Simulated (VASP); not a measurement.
# W7C8 (a cell with a defect) in VASP: further runs

The runs below take W7C8 (a cell with a defect) through relaxation of the atoms, single point, with PBE.

Program: VASP 6.6.1. These are calculated values, not measurements. Logs are shortened: lines on timing, memory, paths and dates and some standing lists are left out, and cuts for length are marked.

### 1 The cell of the first run

The cell holds a defect, 15 atoms: a = 5.694 Å, b = 5.843 Å, c = 5.843 Å, α = 120.00°, β = 90.00°, γ = 90.00°.

### 2 Relaxation of the atoms, PBE (atoms taken out)

The input, INCAR:

```
PREC = Accurate
ENCUT = 520
EDIFF = 1E-6
ISMEAR = 0
SIGMA = 0.1
LREAL = Auto
LASPH = True
NELM = 60
ALGO = Normal
ISIF = 2
LWAVE = False
LCHARG = False
GGA = PE
IBRION = 2
NSW = 65
EDIFFG = -0.025
```

The input, KPOINTS:

```
Automatic mesh
0
Gamma
  5 5 5
```

The input, POSCAR:

```
W7C8
1.0
    0.0000000000      0.0000000000      5.6942504921
    2.9217348262     -5.0605931653      0.0000000000
    2.9217348263      5.0605931652      0.0000000000
W C
7 8
Direct
    0.5000000000      0.0000000000      0.0000000000
    0.0000000000      0.5000000000      0.0000000000
    0.5000000000      0.5000000000      0.0000000000
    0.0000000000      0.0000000000      0.5000000000
    0.5000000000      0.0000000000      0.5000000000
    0.0000000000      0.5000000000      0.5000000000
    0.5000000000      0.5000000000      0.5000000000
    0.2500000000      0.6666666667      0.3333333333
    0.7500000000      0.6666666667      0.3333333333
    0.2500000000      0.1666666667      0.3333333333
    0.7500000000      0.1666666667      0.3333333333
    0.2500000000      0.6666666667      0.8333333333
    0.7500000000      0.6666666667      0.8333333333
    0.2500000000      0.1666666667      0.8333333333
    0.7500000000      0.1666666667      0.8333333333
```

Potentials or basis: VASP PAW PBE potentials, release 64 (W_sv, C).

Run with:

```bash
> cat potpaw_PBE.64/W_sv/POTCAR potpaw_PBE.64/C/POTCAR > POTCAR
> mpirun -np 1 vasp_std > vasp.out
```

OUTCAR:

```text
PREC = Accurate
   ENCUT = 520
   EDIFF = 1E-6
   ISMEAR = 0
   LREAL = Auto
   LASPH = True
   NELM = 60
   ISIF = 2
   GGA = PE
   IBRION = 2
   NSW = 65
   EDIFFG = -0.025

 ion  position               nearest neighbor table
   1  0.500  0.000  0.000-  10 2.21  11 2.21  12 2.21  13 2.21  14 2.21  15 2.21   5 2.92   5 2.92
                             3 2.92   3 2.92   7 2.92   7 2.92
   2  0.000  0.500  0.000-   8 2.21   9 2.21  14 2.21  15 2.21  12 2.21  13 2.21   3 2.85   3 2.85
                             6 2.92   6 2.92   4 2.92   4 2.92
   3  0.500  0.500  0.000-   8 2.21   9 2.21  14 2.21  15 2.21  12 2.21  13 2.21   2 2.85   2 2.85
                             7 2.92   7 2.92   1 2.92   1 2.92   5 2.92   5 2.92
   4  0.000  0.000  0.500-  14 2.21  15 2.21   8 2.21   9 2.21  10 2.21  11 2.21   5 2.85   5 2.85
                             6 2.92   6 2.92   2 2.92   2 2.92
   5  0.500  0.000  0.500-  14 2.21  15 2.21   8 2.21   9 2.21  10 2.21  11 2.21   4 2.85   4 2.85
                             1 2.92   1 2.92   7 2.92   7 2.92   3 2.92   3 2.92
   6  0.000  0.500  0.500-  12 2.21  13 2.21  10 2.21  11 2.21   8 2.21   9 2.21   7 2.85   7 2.85
                             2 2.92   2 2.92   4 2.92   4 2.92
   7  0.500  0.500  0.500-  12 2.21  13 2.21  10 2.21  11 2.21   8 2.21   9 2.21   6 2.85   6 2.85
                             3 2.92   3 2.92   5 2.92   5 2.92   1 2.92   1 2.92
   8  0.250  0.667  0.333-   2 2.21   3 2.21   4 2.21   5 2.21   6 2.21   7 2.21
   9  0.750  0.667  0.333-   2 2.21   3 2.21   4 2.21   5 2.21   6 2.21   7 2.21
  10  0.250  0.167  0.333-   1 2.21   6 2.21   7 2.21   4 2.21   5 2.21
  11  0.750  0.167  0.333-   1 2.21   6 2.21   7 2.21   4 2.21   5 2.21
  12  0.250  0.667  0.833-   6 2.21   7 2.21   1 2.21   2 2.21   3 2.21
  13  0.750  0.667  0.833-   6 2.21   7 2.21   1 2.21   2 2.21   3 2.21
  14  0.250  0.167  0.833-   4 2.21   5 2.21   2 2.21   3 2.21   1 2.21
  15  0.750  0.167  0.833-   4 2.21   5 2.21   2 2.21   3 2.21   1 2.21

  LATTYP: Found a hexagonal cell.
 ALAT       =     5.8434696525
 C/A-ratio  =     0.9744639454

  Lattice vectors:

 A1 = (   2.9217348262,  -5.0605931653,   0.0000000000)
 A2 = (   2.9217348263,   5.0605931652,   0.0000000000)
 A3 = (   0.0000000000,   0.0000000000,   5.6942504921)

Analysis of symmetry for initial positions (statically):
=====================================================================
 Subroutine PRICEL returns:
 Original cell was already a primitive cell.

 Routine SETGRP: Setting up the symmetry group for a
 hexagonal supercell.

 Subroutine GETGRP returns: Found 12 space group operations
 (whereof 12 operations were pure point group operations)
 out of a pool of 24 trial point group operations.

The static configuration has the point symmetry D_3h.

Analysis of symmetry for dynamics (positions and initial velocities):
=====================================================================
 Subroutine PRICEL returns:
 Original cell was already a primitive cell.

 Routine SETGRP: Setting up the symmetry group for a
 hexagonal supercell.

 Subroutine GETGRP returns: Found 12 space group operations
 (whereof 12 operations were pure point group operations)
 out of a pool of 24 trial point group operations.

The dynamic configuration has the point symmetry D_3h.

 Subroutine INISYM returns: Found 12 space group operations
 (whereof 12 operations are pure point group operations),
 and found     1 'primitive' translations

----------------------------------------------------------------------------------------

                                     Primitive cell

  volume of cell :     168.3871

  direct lattice vectors                    reciprocal lattice vectors
     0.000000000  0.000000000  5.694250492     0.000000000  0.000000000  0.175615738
     2.921734826 -5.060593165  0.000000000     0.171131204 -0.098802647  0.000000000
     2.921734826  5.060593165  0.000000000     0.171131204  0.098802647  0.000000000

  length of vectors
     5.694250492  5.843469652  5.843469652     0.175615738  0.197605294  0.197605294

  position of ions in fractional coordinates (direct lattice)
     0.500000000  0.000000000  0.000000000
     0.000000000  0.500000000  0.000000000
     0.500000000  0.500000000  0.000000000
     0.000000000  0.000000000  0.500000000
     0.500000000  0.000000000  0.500000000
     0.000000000  0.500000000  0.500000000
     0.500000000  0.500000000  0.500000000
     0.250000000  0.666666667  0.333333333
     0.750000000  0.666666667  0.333333333
     0.250000000  0.166666667  0.333333333
     0.750000000  0.166666667  0.333333333
     0.250000000  0.666666667  0.833333333
[... 42 lines left out ...]

 Subroutine IBZKPT returns following result:
 ===========================================

 Found     15 irreducible k-points:

 Following reciprocal coordinates:
            Coordinates               Weight
  0.000000  0.000000  0.000000      1.000000
  0.200000  0.000000  0.000000      2.000000
  0.400000  0.000000  0.000000      2.000000
  0.000000  0.200000  0.000000      6.000000
  0.200000  0.200000  0.000000     12.000000
  0.400000  0.200000  0.000000     12.000000
  0.000000  0.400000 -0.000000      6.000000
  0.200000  0.400000 -0.000000     12.000000
  0.400000  0.400000 -0.000000     12.000000
  0.000000  0.200000  0.200000      6.000000
  0.200000  0.200000  0.200000     12.000000
  0.400000  0.200000  0.200000     12.000000
  0.000000  0.400000  0.200000      6.000000
  0.200000  0.400000  0.200000     12.000000
  0.400000  0.400000  0.200000     12.000000
   k-points           NKPTS =     15   k-points in BZ     NKDIM =     15   number of bands    NBANDS=     78
   number of dos      NEDOS =    301   number of ions     NIONS =     15
   total plane-waves  NPLWV =  96768
   dimension x,y,z NGX =    42 NGY =   48 NGZ =   48
   dimension x,y,z NGXF=    84 NGYF=   96 NGZF=   96
   ions per type =               7   8
   NGX,Y,Z   is equivalent  to a cutoff of  12.26, 13.66, 13.66 a.u.
   NGXF,Y,Z  is equivalent  to a cutoff of  24.52, 27.31, 27.31 a.u.
 SYSTEM =  unknown system
   PREC   = accura    normal or accurate (medium, high low for compatibility)
   ISTART =      0    job   : 0-new  1-cont  2-samecut
   ICHARG =      2    charge: 1-file 2-atom 10-const
   ISPIN  =      1    spin polarized calculation?
   LNONCOLLINEAR =      F non collinear calculations
   LSORBIT =      F    spin-orbit coupling
   LASPH  =      T    aspherical Exc in radial PAW
   ENCUT  =  520.0 eV  38.22 Ry    6.18 a.u.  10.59 10.86 10.86*2*pi/ulx,y,z
   NELM   =     60;   NELMIN=  2; NELMDL= -5     # of ELM steps
   EDIFF  = 0.1E-05   stopping-criterion for ELM
   LREAL  =      T    real-space projection
   EDIFFG = -.3E-01   stopping-criterion for IOM
   NSW    =     65    number of steps for IOM
   IBRION =      2    ionic relax: 0-MD 1-quasi-New 2-CG
   NFREE  =      1    steps in history (QN), initial steepest desc. (CG)
   ISIF   =      2    stress and relaxation
   ISYM   =      2    0-nonsym 1-usesym 2-fastsym
   POTIM  = 0.5000    time-step for ionic-motion
   TEBEG  =    0.0;   TEEND  =   0.0 temperature during run
   PSTRESS=    0.0 pullay stress
   NELECT =     130.0000    total number of electrons
   NUPDOWN=      -1.0000    fix difference up-down
   EMIN   =  10.00;   EMAX   =-10.00  energy-range for DOS
   EFERMI =   0.00;   METHOD = LEGACY
   ISMEAR =     0;   SIGMA  =   0.10  broadening in eV -4-tet -1-fermi 0-gaus
   EFERMI_NEDOS =   21; number of points for ismear=-14 and -15
   IALGO  =     38    algorithm
   IMIX   =      4    mixing-type and parameters
     AMIX     =   0.40;   BMIX     =  1.00
     AMIX_MAG =   1.60;   BMIX_MAG =  1.00
  volume/ion in A,a.u.               =      11.23        75.76
  Fermi-wavevector in a.u.,A,eV,Ry     =   1.501826  2.838040 30.687696  2.255482
  Thomas-Fermi vector in A             =   2.613146
   LORBIT       =      0    0 simple, 1 ext, 2 COOP (PROOUT), +10 PAW based schemes
   GGA     = PE    functional components
   LHFCALC =     F    Hartree Fock is set to
   AEXX    =    0.0000 exact exchange contribution
   IVDW    =     0    specifies the selected vdW correction
   LEPSILON=     F    determine dielectric tensor
   LRPA    =     F    only Hartree local field effects (RPA)
 conjugate gradient relaxation of ions
 non-spin polarized calculation
 Gauss-broadening in eV      SIGMA  =   0.10
  energy-cutoff  :      520.00
  volume of cell :      168.39
 maximum number of plane-waves:      4555
 NGX is ok and might be reduce to    42
   NGX = 21   NGY = 21   NGZ = 21

--------------------------------------- Ionic step        1  -------------------------------------------

 number of electron     130.0000020 magnetization

 Free energy of the ion-electron system (eV)
  ---------------------------------------------------
  ext. energy  EPLUGINS =         0.00000000
  ---------------------------------------------------
  free energy    TOTEN  =      -160.01016132 eV

  energy without entropy =     -159.97795336  energy(sigma->0) =     -159.99405734

------------------------ aborting loop because EDIFF is reached ----------------------------------------

  FORCE on cell =-STRESS in cart. coord.  units (eV):
  Direction    XX          YY          ZZ          XY          YZ          ZX
  --------------------------------------------------------------------------------------
  -------------------------------------------------------------------------------------
  Total       -3.6598730     -3.6598730    -14.4601139      0.0000000     -0.0000000     -0.0000000
  in kB      -34.8231309    -34.8231309   -137.5857677      0.0000000     -0.0000000     -0.0000000
  external PRESSURE =     -69.0773432 kB  Pullay stress =       0.0000000 kB
[... 281 lines left out ...]
--------------------------------------- Ionic step        7  -------------------------------------------

 number of electron     130.0000012 magnetization

 Free energy of the ion-electron system (eV)
  ---------------------------------------------------
  ext. energy  EPLUGINS =         0.00000000
  ---------------------------------------------------
  free energy    TOTEN  =      -160.61084664 eV

  energy without entropy =     -160.59006872  energy(sigma->0) =     -160.60045768

 E-fermi :   9.4466     XC(G=0): -13.0137

 val. band max:        9.4339697474   @ k =   0.2000   0.2000   0.2000
 cond. band min:       9.4886091842   @ k =   0.2000   0.0000   0.0000
 fundamental gap:      0.0546394369
 Fermi energy:         9.4466205955

 k-point     1 :       0.0000    0.0000    0.0000
  band No.  band energies     occupation
      1     -64.8874      2.00000
      2     -64.8442      2.00000
      3     -64.8442      2.00000
      4     -64.5143      2.00000
      5     -64.4714      2.00000
      6     -64.4714      2.00000
[... 1189 lines left out ...]
     76      13.2161      0.00000
     77      13.3704      0.00000
 [bands above 77 left out]

------------------------ aborting loop because EDIFF is reached ----------------------------------------

  FORCE on cell =-STRESS in cart. coord.  units (eV):
  Direction    XX          YY          ZZ          XY          YZ          ZX
  --------------------------------------------------------------------------------------
  -------------------------------------------------------------------------------------
  Total       -0.0475376     -0.0475376     -9.6137740      0.0000000      0.0000000      0.0000000
  in kB       -0.4523132     -0.4523132    -91.4735863      0.0000000      0.0000000      0.0000000
  external PRESSURE =     -30.7927376 kB  Pullay stress =       0.0000000 kB
[... 30 lines left out ...]
  FREE ENERGIE OF THE ION-ELECTRON SYSTEM (eV)
  ---------------------------------------------------
  free  energy   TOTEN  =      -160.6108466416 eV

  energy  without entropy=     -160.5900687170  energy(sigma->0) =     -160.60045768

 reached required accuracy - stopping structural energy minimisation
```

Wall time 14 min (1 thread of Intel Xeon 6975P-C (Granite Rapids), shared host); peak memory 0.37 GiB.

Results:

```
Free energy                  : -160.6108 eV
Energy gained by relaxing    : 40.0 meV/atom
Ionic steps                  : 7
Pressure after relaxing      : -3.1 GPa
Largest force after relaxing : 0.011 eV/Å
Band gap on the k mesh       : zero (bands 65 and 66 overlap by 0.95 eV)
```

Forces on the atoms (eV/Å):
```
W    0.000  0.000  0.000
W    0.008  0.004  0.000
W    0.000  0.000  0.000
W   -0.008  0.004  0.000
W    0.000  0.000  0.000
W    0.000 -0.009  0.000
W    0.000 -0.001  0.000
C    0.000  0.000  0.003
C    0.000  0.000 -0.003
C   -0.008 -0.004  0.007
C   -0.008 -0.004 -0.007
C    0.008 -0.004  0.007
C    0.008 -0.004 -0.007
C    0.000  0.009  0.007
C    0.000  0.009 -0.007
```

Step by step:
| step | energy change (eV) | largest force (eV/Å) | pressure (GPa) |
| --- | --- | --- | --- |
| 1 | 0.0000 | 1.3455 | -6.91 |
| 2 | -0.4727 | 1.2409 | -3.71 |
| 3 | -0.4731 | 1.1806 | -3.83 |
| 4 | -0.5822 | 0.3247 | -2.60 |
| 5 | -0.6001 | 0.1019 | -2.99 |
| 6 | -0.6004 | 0.0708 | -3.13 |
| 7 | -0.6007 | 0.0115 | -3.08 |

Final structure:
```xyz
15
Lattice="0.0000 0.0000 5.6943 2.9217 -5.0606 0.0000 2.9217 5.0606 0.0000" Properties=species:S:1:pos:R:3 pbc="T T T"
W     0.0000    0.0000    2.8471
W     4.3365    2.5037    0.0000
W     1.4651   -2.5278    2.8471
W     1.5070    2.5037    0.0000
W     4.3784   -2.5278    2.8471
W     2.9217    0.0533    0.0000
W     2.9217   -0.0049    2.8471
C     2.9217   -1.6869    1.3416
C     2.9217   -1.6869    4.3527
C     1.5267    0.8814    1.4810
C     1.5267    0.8814    4.2132
C     4.3168    0.8814    1.4810
C     4.3168    0.8814    4.2132
C     2.9217    3.2977    1.4810
C     2.9217    3.2977    4.2132
```

Caveat: the cell differs from its parent crystal (atoms taken out); spin-orbit coupling is left out, which moves the levels of the heavy elements.

### 3 Single point, PBE (atoms taken out, then relaxed in part)

The input, INCAR:

```
SYSTEM = W7C8
PREC     = Accurate       ! precision mode
ENCUT    = 520            ! plane-wave cutoff, eV
EDIFF    = 1E-6           ! SCF threshold, eV
ISMEAR   = 0              ! smearing method
SIGMA    = 0.1            ! smearing width, eV
LREAL    = Auto         
LASPH    = .TRUE.         ! aspherical terms in the spheres
NELM     = 60             ! most SCF steps
ALGO     = Normal         ! electronic algorithm
ISIF     = 2              ! what is computed and relaxed
LWAVE    = .FALSE.        ! write WAVECAR
LCHARG   = .FALSE.        ! write CHGCAR
GGA      = PE             ! functional
NBANDS   = 78             ! bands
```

The input, KPOINTS:

```
regular mesh
0
G
  5 5 5
  0 0 0
```

The input, POSCAR:

```
W7C8
1.0
    0.0000000000      0.0000000000      5.6942504921
    2.9217348262     -5.0605931653      0.0000000000
    2.9217348263      5.0605931652      0.0000000000
W C
7 8
Direct
    0.5000000000      0.0000000000      0.0000000000
    0.0000000000      0.4947308484     -0.0105383033
    0.5000000000      0.5004865891      0.0009731782
    0.0000000000      0.0105383033      0.5052691516
    0.5000000000     -0.0009731782      0.4995134109
    0.0000000000      0.4947308484      0.5052691516
    0.5000000000      0.5004865891      0.4995134109
    0.2355222044      0.6666666667      0.3333333333
    0.7644777956      0.6666666667      0.3333333333
    0.2603449819      0.1742528923      0.3485057846
    0.7396550181      0.1742528923      0.3485057846
    0.2603449819      0.6514942154      0.8257471077
    0.7396550181      0.6514942154      0.8257471077
    0.2603449819      0.1742528923      0.8257471077
    0.7396550181      0.1742528923      0.8257471077
```

Potentials or basis: VASP PAW PBE potentials, release 64 (W_sv, C).

Run with:

```bash
> cat potpaw_PBE.64/W_sv/POTCAR potpaw_PBE.64/C/POTCAR > POTCAR
> mpirun -np 1 vasp_std > vasp.out
```

It took 3.5 min on 1 thread of Intel Xeon 6975P-C (Granite Rapids), shared host; peak memory 0.37 GiB.

It converged, with:

```
Free energy            : -160.6107 eV
Pressure               : -3.0 GPa
Largest force          : 0.034 eV/Å
Band gap on the k mesh : zero (bands 65 and 66 overlap by 0.95 eV)
```

Forces in eV/Å, atoms in the order of the input:
```
W    0.000  0.000  0.000
W   -0.001 -0.001  0.000
W    0.011  0.007  0.000
W    0.001 -0.001  0.000
W   -0.011  0.007  0.000
W    0.000  0.001  0.000
W    0.000 -0.013  0.000
C    0.000  0.000  0.007
C    0.000  0.000 -0.007
C   -0.019 -0.011 -0.025
C   -0.019 -0.011  0.025
C    0.019 -0.011 -0.025
C    0.019 -0.011  0.025
C    0.000  0.022 -0.025
C    0.000  0.022  0.025
```

Stress tensor (GPa, compression positive):
```
 0.02  0.00  0.00
 0.00  0.02  0.00
 0.00  0.00 -9.05
```

Levels at points of the mesh, in eV from the Fermi level:
```csv
k point,band 63,band 64,band 65,band 66,band 67,band 68
"(0.00, 0.00, 0.00)",-0.32,0.21,0.38,0.59,0.59,1.33
```

Caveat: the cell differs from its parent crystal (atoms taken out, then relaxed in part); spin-orbit coupling is left out, which moves the levels of the heavy elements.

The gap in the log of VASP goes by the Fermi energy; the results here count the filled bands.